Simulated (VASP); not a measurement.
# TiO2 (P4_2/mnm) in VASP: notebook

TiO2 is run at these levels: PBE; tasks: single point.

All numbers are computed with VASP 6.6.1; they aren't measurements. Logs are shortened: lines on timing, memory, paths and dates and some standing lists are left out, and cuts for length are marked.

## Step 1: The cell of the first run

It takes space group P4_2/mnm (No. 136, tetragonal). Conventional cell: a = 4.456 Å, b = 4.456 Å, c = 2.959 Å, α = 90.00°, β = 90.00°, γ = 90.00°. Within 2.5 Å of Ti (site symmetry mmm) lie 6 O at 1.92 to 1.93 Å. O (site symmetry m2m) has 3 Ti at 1.92 to 1.93 Å and 1 O at 2.45 Å within 2.5 Å.

## Step 2: Single point, PBE (equal xx and yy strain of -3 %)

Contents of INCAR:

```
SYSTEM = TiO2
PREC = Accurate
ENCUT = 520
EDIFF = 1E-6
ISMEAR = -1
SIGMA = 0.05
LREAL = .False.
LASPH = .True.
NELM = 80
ALGO = Normal
ISIF = 2
LWAVE = .False.
LCHARG = .False.
GGA = PE
NBANDS = 33
```

Contents of KPOINTS:

```
regular mesh
0
Gamma
  7 7 10
  0 0 0
```

Contents of POSCAR:

```
TiO2
1.0
    4.4561800000      0.0000000000      0.0000000000
    0.0000000000      4.4561800000      0.0000000000
    0.0000000000      0.0000000000      2.9590000000
Ti O
2 4
Direct
    0.0000000000      0.0000000000      0.0000000000
    0.5000000000      0.5000000000      0.5000000000
    0.3060000000      0.3060000000      0.0000000000
    0.1940000000      0.8060000000      0.5000000000
    0.6940000000      0.6940000000      0.0000000000
    0.8060000000      0.1940000000      0.5000000000
```

Potentials or basis: VASP PAW PBE potentials, release 64 (Ti_sv, O).

Command:

```bash
cat potpaw_PBE.64/Ti_sv/POTCAR potpaw_PBE.64/O/POTCAR > POTCAR
mpirun -np 1 vasp_std > vasp.out
```

OUTCAR:

```text
SYSTEM = TiO2
   PREC = Accurate
   ENCUT = 520
   EDIFF = 1E-6
   ISMEAR = -1
   LREAL = .False.
   LASPH = .True.
   NELM = 80
   ISIF = 2
   GGA = PE

 ion  position               nearest neighbor table
   1  0.000  0.000  0.000-   4 1.92   6 1.92   4 1.92   6 1.92   5 1.93   3 1.93
   2  0.500  0.500  0.500-   3 1.92   5 1.92   3 1.92   5 1.92   4 1.93   6 1.93
   3  0.306  0.306  0.000-   2 1.92   2 1.92   1 1.93
   4  0.194  0.806  0.500-   1 1.92   1 1.92   2 1.93
   5  0.694  0.694  0.000-   2 1.92   2 1.92   1 1.93
   6  0.806  0.194  0.500-   1 1.92   1 1.92   2 1.93

  LATTYP: Found a simple tetragonal cell.
 ALAT       =     4.4561800000
 C/A-ratio  =     0.6640216508

  Lattice vectors:

 A1 = (   4.4561800000,   0.0000000000,   0.0000000000)
 A2 = (   0.0000000000,   4.4561800000,   0.0000000000)
 A3 = (   0.0000000000,   0.0000000000,   2.9590000000)

Analysis of symmetry for initial positions (statically):
=====================================================================
 Subroutine PRICEL returns:
 Original cell was already a primitive cell.

 Routine SETGRP: Setting up the symmetry group for a
 simple tetragonal supercell.

 Subroutine GETGRP returns: Found 16 space group operations
 (whereof  8 operations were pure point group operations)
 out of a pool of 16 trial point group operations.

The static configuration has the point symmetry D_2h.
 The point group associated with its full space group is D_4h.

Analysis of symmetry for dynamics (positions and initial velocities):
=====================================================================
 Subroutine PRICEL returns:
 Original cell was already a primitive cell.

 Routine SETGRP: Setting up the symmetry group for a
 simple tetragonal supercell.

 Subroutine GETGRP returns: Found 16 space group operations
 (whereof  8 operations were pure point group operations)
 out of a pool of 16 trial point group operations.

The dynamic configuration has the point symmetry D_2h.
 The point group associated with its full space group is D_4h.

 Subroutine INISYM returns: Found 16 space group operations
 (whereof  8 operations are pure point group operations),
 and found     1 'primitive' translations

----------------------------------------------------------------------------------------

                                     Primitive cell

  volume of cell :      58.7585

  direct lattice vectors                    reciprocal lattice vectors
     4.456180000  0.000000000  0.000000000     0.224407452  0.000000000  0.000000000
     0.000000000  4.456180000  0.000000000     0.000000000  0.224407452  0.000000000
     0.000000000  0.000000000  2.959000000     0.000000000  0.000000000  0.337952011

  length of vectors
     4.456180000  4.456180000  2.959000000     0.224407452  0.224407452  0.337952011

  position of ions in fractional coordinates (direct lattice)
     0.000000000  0.000000000  0.000000000
     0.500000000  0.500000000  0.500000000
     0.306000000  0.306000000  0.000000000
     0.194000000  0.806000000  0.500000000
     0.694000000  0.694000000  0.000000000
     0.806000000  0.194000000  0.500000000

  ion indices of the primitive-cell ions
   primitive index   ion index
                 1           1
                 2           2
                 3           3
                 4           4
                 5           5
                 6           6

----------------------------------------------------------------------------------------

 KPOINTS: regular mesh

Automatic generation of k-mesh.
 Grid dimensions read from file:
 generate k-points for:    7    7   10

 Generating k-lattice:

  Cartesian coordinates                     Fractional coordinates (reciprocal lattice)
     0.032058207  0.000000000  0.000000000     0.142857143  0.000000000  0.000000000
     0.000000000  0.032058207  0.000000000     0.000000000  0.142857143  0.000000000
     0.000000000  0.000000000  0.033795201     0.000000000  0.000000000  0.100000000

  Length of vectors
     0.032058207  0.032058207  0.033795201

  Shift w.r.t. Gamma in fractional coordinates (k-lattice)
     0.000000000  0.000000000  0.000000000

 Subroutine IBZKPT returns following result:
 ===========================================

 Found     60 irreducible k-points:

 Following reciprocal coordinates:
            Coordinates               Weight
  0.000000  0.000000  0.000000      1.000000
  0.142857  0.000000  0.000000      4.000000
  0.285714  0.000000  0.000000      4.000000
  0.428571  0.000000  0.000000      4.000000
  0.142857  0.142857  0.000000      4.000000
  0.285714  0.142857  0.000000      8.000000
[... 16 lines left out ...]
  0.285714  0.000000  0.200000      8.000000
  0.428571  0.000000  0.200000      8.000000
 [... further k-points ...]
   k-points           NKPTS =     60   k-points in BZ     NKDIM =     60   number of bands    NBANDS=     33
   number of dos      NEDOS =    301   number of ions     NIONS =      6
   total plane-waves  NPLWV =  31104
   dimension x,y,z NGX =    36 NGY =   36 NGZ =   24
   dimension x,y,z NGXF=    72 NGYF=   72 NGZF=   48
   ions per type =               2   4
   NGX,Y,Z   is equivalent  to a cutoff of  13.43, 13.43, 13.48 a.u.
   NGXF,Y,Z  is equivalent  to a cutoff of  26.86, 26.86, 26.97 a.u.
 SYSTEM =  TiO2
   PREC   = accura    normal or accurate (medium, high low for compatibility)
   ISTART =      0    job   : 0-new  1-cont  2-samecut
   ICHARG =      2    charge: 1-file 2-atom 10-const
   ISPIN  =      1    spin polarized calculation?
   LNONCOLLINEAR =      F non collinear calculations
   LSORBIT =      F    spin-orbit coupling
   LASPH  =      T    aspherical Exc in radial PAW
   ENCUT  =  520.0 eV  38.22 Ry    6.18 a.u.   8.29  8.29  5.50*2*pi/ulx,y,z
   NELM   =     80;   NELMIN=  2; NELMDL= -5     # of ELM steps
   EDIFF  = 0.1E-05   stopping-criterion for ELM
   LREAL  =      F    real-space projection
   EDIFFG = 0.1E-04   stopping-criterion for IOM
   NSW    =      0    number of steps for IOM
   IBRION =     -1    ionic relax: 0-MD 1-quasi-New 2-CG
   NFREE  =      0    steps in history (QN), initial steepest desc. (CG)
   ISIF   =      2    stress and relaxation
   ISYM   =      2    0-nonsym 1-usesym 2-fastsym
   POTIM  = 0.5000    time-step for ionic-motion
   TEBEG  =    0.0;   TEEND  =   0.0 temperature during run
   PSTRESS=    0.0 pullay stress
   NELECT =      48.0000    total number of electrons
   NUPDOWN=      -1.0000    fix difference up-down
   EMIN   =  10.00;   EMAX   =-10.00  energy-range for DOS
   EFERMI =   0.00;   METHOD = LEGACY
   ISMEAR =    -1;   SIGMA  =   0.05  broadening in eV -4-tet -1-fermi 0-gaus
   EFERMI_NEDOS =   21; number of points for ismear=-14 and -15
   IALGO  =     38    algorithm
   IMIX   =      4    mixing-type and parameters
     AMIX     =   0.40;   BMIX     =  1.00
     AMIX_MAG =   1.60;   BMIX_MAG =  1.00
  volume/ion in A,a.u.               =       9.79        66.09
  Fermi-wavevector in a.u.,A,eV,Ry     =   1.530377  2.891993 31.865577  2.342054
  Thomas-Fermi vector in A             =   2.637868
   LORBIT       =      0    0 simple, 1 ext, 2 COOP (PROOUT), +10 PAW based schemes
   GGA     = PE    functional components
   LHFCALC =     F    Hartree Fock is set to
   AEXX    =    0.0000 exact exchange contribution
   IVDW    =     0    specifies the selected vdW correction
   LEPSILON=     F    determine dielectric tensor
   LRPA    =     F    only Hartree local field effects (RPA)
 non-spin polarized calculation
  energy-cutoff  :      520.00
  volume of cell :       58.76
 maximum number of plane-waves:      1608
 NGX is ok and might be reduce to    36
   NGX = 17   NGY = 17   NGZ = 11

 number of electron      47.9999965 magnetization

 Free energy of the ion-electron system (eV)
  ---------------------------------------------------
  ext. energy  EPLUGINS =         0.00000000
  ---------------------------------------------------
  free energy    TOTEN  =       -53.30015957 eV

  energy without entropy =      -53.30015957  energy(sigma->0) =      -53.30015957

 E-fermi :   6.5141     XC(G=0): -11.7481

 val. band max:        5.5656677211   @ k =   0.0000   0.0000   0.0000
 cond. band min:       7.5723626889   @ k =   0.0000   0.0000   0.0000
 fundamental gap:      2.0066949679
 Fermi energy:         6.5141334244

 k-point     1 :       0.0000    0.0000    0.0000
  band No.  band energies     occupation
      1     -51.2168      2.00000
      2     -51.1917      2.00000
      3     -27.5905      2.00000
      4     -27.5905      2.00000
      5     -27.3759      2.00000
      6     -27.3759      2.00000
[... 25 lines left out ...]
     32      12.6625      0.00000
     33      12.6668      0.00000

 k-point     2 :       0.1429    0.0000    0.0000
  band No.  band energies     occupation
      1     -51.2155      2.00000
      2     -51.1930      2.00000
      3     -27.5818      2.00000
      4     -27.5807      2.00000
      5     -27.3870      2.00000
      6     -27.3859      2.00000
[... 25 lines left out ...]
     32      12.5791      0.00000
     33      12.5978      0.00000

 k-point     3 :       0.2857    0.0000    0.0000
  band No.  band energies     occupation
      1     -51.2120      2.00000
      2     -51.1964      2.00000
      3     -27.5574      2.00000
      4     -27.5540      2.00000
      5     -27.4167      2.00000
      6     -27.4132      2.00000
[... 25 lines left out ...]
     32      12.3881      0.00000
     33      12.4354      0.00000

 k-point     4 :       0.4286    0.0000    0.0000
  band No.  band energies     occupation
      1     -51.2070      2.00000
      2     -51.2014      2.00000
      3     -27.5247      2.00000
      4     -27.5211      2.00000
      5     -27.4521      2.00000
      6     -27.4484      2.00000
[... 25 lines left out ...]
     32      12.2499      0.00000
     33      12.2816      0.00000

 k-point     5 :       0.1429    0.1429    0.0000
  band No.  band energies     occupation
      1     -51.2144      2.00000
      2     -51.1941      2.00000
      3     -27.5940      2.00000
      4     -27.5526      2.00000
      5     -27.4171      2.00000
      6     -27.3739      2.00000
[... 604 lines left out ...]
 k-point    22 :       0.1429    0.0000    0.2000
  band No.  band energies     occupation
      1     -51.1987      2.00000
      2     -51.1804      2.00000
      3     -27.5483      2.00000
      4     -27.5358      2.00000
      5     -27.5013      2.00000
      6     -27.4837      2.00000
[... 25 lines left out ...]
     32      11.9431      0.00000
     33      12.0923      0.00000

 k-point    23 :       0.2857    0.0000    0.2000
  band No.  band energies     occupation
      1     -51.1959      2.00000
      2     -51.1832      2.00000
      3     -27.5504      2.00000
      4     -27.5205      2.00000
      5     -27.4952      2.00000
      6     -27.4779      2.00000
[... 25 lines left out ...]
     32      11.5909      0.00000
     33      12.0309      0.00000

 k-point    24 :       0.4286    0.0000    0.2000
  band No.  band energies     occupation
      1     -51.1918      2.00000
      2     -51.1872      2.00000
      3     -27.5425      2.00000
      4     -27.5271      2.00000
      5     -27.4814      2.00000
      6     -27.4648      2.00000
[... 25 lines left out ...]
     32      11.3644      0.00000
     33      12.3201      0.00000

 [... further k-points ...]
[... 5 lines left out ...]
  --------------------------------------------------------------------------------------
  -------------------------------------------------------------------------------------
  Total        8.6666749      8.6666749      6.8510533     -0.0000000      0.0000000      0.0000000
  in kB      236.3157516    236.3157516    186.8088776     -0.0000000      0.0000000      0.0000000
  external PRESSURE =     219.8134602 kB  Pullay stress =       0.0000000 kB

 VOLUME and BASIS-vectors are now :
 -----------------------------------------------------------------------------
  energy-cutoff  :      520.00
  volume of cell :       58.76
      direct lattice vectors                 reciprocal lattice vectors
     4.456180000  0.000000000  0.000000000     0.224407452  0.000000000  0.000000000
     0.000000000  4.456180000  0.000000000     0.000000000  0.224407452  0.000000000
     0.000000000  0.000000000  2.959000000     0.000000000  0.000000000  0.337952011

 POSITION                                       TOTAL-FORCE (eV/Angst)
 -----------------------------------------------------------------------------------
      0.00000      0.00000      0.00000        -0.000000      0.000000      0.000000
      2.22809      2.22809      1.47950        -0.000000      0.000000      0.000000
      1.36359      1.36359      0.00000        -0.350134     -0.350134      0.000000
      0.86450      3.59168      1.47950         0.350134     -0.350134      0.000000
      3.09259      3.09259      0.00000         0.350134      0.350134     -0.000000
      3.59168      0.86450      1.47950        -0.350134      0.350134     -0.000000
 -----------------------------------------------------------------------------------
    total drift:                               -0.000000      0.000000      0.000000

  FREE ENERGIE OF THE ION-ELECTRON SYSTEM (eV)
  ---------------------------------------------------
  free  energy   TOTEN  =       -53.3001595663 eV

  energy  without entropy=      -53.3001595662  energy(sigma->0) =      -53.30015957
```

It took 2.1 min on 1 thread of Intel Xeon Platinum 8488C (Sapphire Rapids), shared host; peak memory 0.22 GiB.

What came out:

```yaml
Free_energy: -53.3002 eV
Pressure: 22.0 GPa
Largest_force: 0.495 eV/Å
Band_gap_on_the_k_mesh: 2.01 eV, direct
```

Forces in eV/Å, atoms in the order of the input:
```
Ti   0.000  0.000  0.000
Ti   0.000  0.000  0.000
O   -0.350 -0.350  0.000
O    0.350 -0.350  0.000
O    0.350  0.350  0.000
O   -0.350  0.350  0.000
```

Caveat: the cell differs from its parent crystal (equal xx and yy strain of -3 %).

## Step 3: Single point, PBE (equal xx and yy strain of -1 %)

Contents of INCAR:

```
SYSTEM = TiO2
PREC     = Accurate       ! precision mode
ENCUT    = 520            ! plane-wave cutoff, eV
EDIFF    = 1E-7           ! SCF threshold, eV
ISMEAR   = -1             ! smearing method
SIGMA    = 0.05           ! smearing width, eV
LREAL    = .False.        ! projectors in reciprocal space
LASPH    = .True.         ! aspherical terms in the spheres
NELM     = 100            ! most SCF steps
ALGO     = Normal         ! electronic algorithm
ISIF     = 2              ! what is computed and relaxed
LWAVE    = .False.        ! write WAVECAR
LCHARG   = .True.         ! write CHGCAR
GGA      = PE             ! functional
LELF     = .True.         ! ELF
LVHAR    = .True.       
NBANDS   = 33             ! bands
```

Contents of KPOINTS:

```
Automatic mesh
0
Gamma
  7 7 10
  0 0 0
```

Changes to POSCAR since step 2:

```diff
@@ -2,4 +2,4 @@
 1.0
-    4.4561800000      0.0000000000      0.0000000000
-    0.0000000000      4.4561800000      0.0000000000
+    4.5480600000      0.0000000000      0.0000000000
+    0.0000000000      4.5480600000      0.0000000000
     0.0000000000      0.0000000000      2.9590000000
```

Potentials or basis: VASP PAW PBE potentials, release 64 (Ti_sv, O).

Command:

```bash
cat potpaw_PBE.64/Ti_sv/POTCAR potpaw_PBE.64/O/POTCAR > POTCAR
mpirun -np 1 vasp_std > vasp.out
```

OUTCAR:

```text
SYSTEM = TiO2
   PREC = Accurate
   ENCUT = 520
   EDIFF = 1E-7
   ISMEAR = -1
   LREAL = .False.
   LASPH = .True.
   NELM = 100
   ISIF = 2
   GGA = PE

 ion  position               nearest neighbor table
   1  0.000  0.000  0.000-   4 1.94   6 1.94   4 1.94   6 1.94   5 1.97   3 1.97
   2  0.500  0.500  0.500-   3 1.94   5 1.94   3 1.94   5 1.94   4 1.97   6 1.97
   3  0.306  0.306  0.000-   2 1.94   2 1.94   1 1.97
   4  0.194  0.806  0.500-   1 1.94   1 1.94   2 1.97
   5  0.694  0.694  0.000-   2 1.94   2 1.94   1 1.97
   6  0.806  0.194  0.500-   1 1.94   1 1.94   2 1.97

  LATTYP: Found a simple tetragonal cell.
 ALAT       =     4.5480600000
 C/A-ratio  =     0.6506070720

  Lattice vectors:

 A1 = (   4.5480600000,   0.0000000000,   0.0000000000)
 A2 = (   0.0000000000,   4.5480600000,   0.0000000000)
 A3 = (   0.0000000000,   0.0000000000,   2.9590000000)

Analysis of symmetry for initial positions (statically):
=====================================================================
 Subroutine PRICEL returns:
 Original cell was already a primitive cell.

 Routine SETGRP: Setting up the symmetry group for a
[... 174 lines left out ...]
  free energy    TOTEN  =       -53.56951002 eV

  energy without entropy =      -53.56951002  energy(sigma->0) =      -53.56951002

 E-fermi :   6.0058     XC(G=0): -11.5196

 val. band max:        5.0694861568   @ k =   0.0000   0.0000   0.0000
 cond. band min:       7.0075775464   @ k =   0.0000   0.0000   0.0000
 fundamental gap:      1.9380913896
 Fermi energy:         6.0057636485

 k-point     1 :       0.0000    0.0000    0.0000
  band No.  band energies     occupation
      1     -51.7894      2.00000
      2     -51.7700      2.00000
      3     -28.1190      2.00000
      4     -28.1190      2.00000
      5     -27.9369      2.00000
      6     -27.9369      2.00000
[... 853 lines left out ...]
     32      10.6162      0.00000
     33      11.5321      0.00000

 [... further k-points ...]
[... 5 lines left out ...]
  --------------------------------------------------------------------------------------
  -------------------------------------------------------------------------------------
  Total        4.3991653      4.3991653      3.6890350     -0.0000000      0.0000000      0.0000000
  in kB      115.1551927    115.1551927     96.5663946     -0.0000000      0.0000000      0.0000000
  external PRESSURE =     108.9589267 kB  Pullay stress =       0.0000000 kB

 VOLUME and BASIS-vectors are now :
 -----------------------------------------------------------------------------
  energy-cutoff  :      520.00
  volume of cell :       61.21
      direct lattice vectors                 reciprocal lattice vectors
     4.548060000  0.000000000  0.000000000     0.219873968  0.000000000  0.000000000
     0.000000000  4.548060000  0.000000000     0.000000000  0.219873968  0.000000000
     0.000000000  0.000000000  2.959000000     0.000000000  0.000000000  0.337952011

 POSITION                                       TOTAL-FORCE (eV/Angst)
 -----------------------------------------------------------------------------------
      0.00000      0.00000      0.00000        -0.000000      0.000000      0.000000
      2.27403      2.27403      1.47950        -0.000000      0.000000      0.000000
      1.39171      1.39171      0.00000        -0.250997     -0.250997      0.000000
      0.88232      3.66574      1.47950         0.250997     -0.250997      0.000000
      3.15635      3.15635      0.00000         0.250997      0.250997      0.000000
      3.66574      0.88232      1.47950        -0.250997      0.250997      0.000000
 -----------------------------------------------------------------------------------
    total drift:                               -0.000000      0.000000      0.000000

  FREE ENERGIE OF THE ION-ELECTRON SYSTEM (eV)
  ---------------------------------------------------
  free  energy   TOTEN  =       -53.5695100166 eV

  energy  without entropy=      -53.5695100163  energy(sigma->0) =      -53.56951002
```

Wall time 2.6 min (1 thread of Intel Xeon Platinum 8488C (Sapphire Rapids), shared host); peak memory 0.23 GiB.

Results:

```
Free energy            : -53.5695 eV
Pressure               : 10.9 GPa
Largest force          : 0.355 eV/Å
Band gap on the k mesh : 1.94 eV, direct
```

Forces in eV/Å, atoms in the order of the input:
```
Ti   0.000  0.000  0.000
Ti   0.000  0.000  0.000
O   -0.251 -0.251  0.000
O    0.251 -0.251  0.000
O    0.251  0.251  0.000
O   -0.251  0.251  0.000
```

Stress tensor (GPa, compression positive):
```
11.52  0.00  0.00
 0.00 11.52  0.00
 0.00  0.00  9.66
```

Levels at points of the mesh, in eV from the valence-band top:
```tsv
k point	band 21	band 22	band 23	band 24	band 25	band 26	band 27	band 28
(0.00, 0.00, 0.00)	-0.73	-0.43	-0.43	0.00	1.94	2.30	2.45	2.53
(0.00, 0.00, 0.50)	-2.45	-2.45	-1.43	-1.43	3.03	3.03	3.16	3.16
```

Caveat: the cell differs from its parent crystal (equal xx and yy strain of -1 %). A k mesh can miss the band edges.

(Part 1 of 2 ends here.)
